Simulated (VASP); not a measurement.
Set up this calculation in VASP 6.6.1, as the native input.

```
Task                   : single point
Functional             : r2SCAN
Potentials or basis    : VASP PAW PBE potentials, release 64 (Li_sv, Br)
Cutoff                 : 830 eV
k mesh                 : 8 × 8 × 8
Occupations            : gaussian, width 0.02 eV
Spin                   : no spin polarisation
Dipole correction      : no
Further INCAR settings : ALGO = Normal; EDIFF = 1e-06; NBANDS = 12
```

Crystal: LiBr.

```
Li Br
1.0
     0.00000    2.73972    2.73972
     2.73972    0.00000    2.73972
     2.73972    2.73972    0.00000
Li Br
1 1
Direct
  0.00000 0.00000 0.00000
  0.50000 0.50000 0.50000
```

These files were run (other wordings do the same):

POSCAR

```
LiBr
1.0
    0.0000000000      2.7397228960      2.7397228960
    2.7397228960      0.0000000000      2.7397228960
    2.7397228960      2.7397228960      0.0000000000
Li Br
1 1
Direct
    0.0000000000      0.0000000000      0.0000000000
    0.5000000000      0.5000000000      0.5000000000
```

INCAR.step1

```
PREC     = Accurate       # precision mode
ENCUT    = 830            # plane-wave cutoff, eV
ISMEAR   = 0              # smearing method
SIGMA    = 0.02           # smearing width, eV
LREAL    = False          # projectors in reciprocal space
LASPH    = True           # aspherical terms in the spheres
NELM     = 120            # most SCF steps
NBANDS   = 12             # bands
GGA      = PE             # functional
ALGO     = Normal         # electronic algorithm
EDIFF    = 1E-5           # SCF threshold, eV
LWAVE    = True           # write WAVECAR
LCHARG   = False          # write CHGCAR
GGA_COMPAT= False
```

INCAR.step2

```
PREC     = Accurate       # precision mode
ENCUT    = 830            # plane-wave cutoff, eV
EDIFF    = 1E-6           # SCF threshold, eV
ISMEAR   = 0              # smearing method
SIGMA    = 0.02           # smearing width, eV
LREAL    = False          # projectors in reciprocal space
LASPH    = True           # aspherical terms in the spheres
NELM     = 120            # most SCF steps
ALGO     = Normal         # electronic algorithm
ISIF     = 2              # what is computed and relaxed
LWAVE    = False          # write WAVECAR
LCHARG   = False          # write CHGCAR
METAGGA  = R2SCAN         # meta-GGA
LMIXTAU  = True         
NBANDS   = 12             # bands
ISTART   = 1            
GGA_COMPAT= False
```

KPOINTS

```
Automatic mesh
0
Gamma
  8 8 8
```

Potentials or basis: VASP PAW PBE potentials, release 64 (Li_sv, Br).

Run with:

```bash
$ cat potpaw_PBE.64/Li_sv/POTCAR potpaw_PBE.64/Br/POTCAR > POTCAR
$ cp INCAR.step1 INCAR
$ mpirun -np 1 vasp_std > vasp.out
$ cp INCAR.step2 INCAR
$ mpirun -np 1 vasp_std > vasp.out
```

It gave:

```
Pressure               : -0.4 GPa
Band gap on the k mesh : 5.93 eV
```

Caveat: the PAW data sets were made with another functional, which shifts forces and pressure a little.

Run time: 3.4 min on 1 thread of Intel Xeon 8259CL (shared host), peak memory 0.23 GiB.
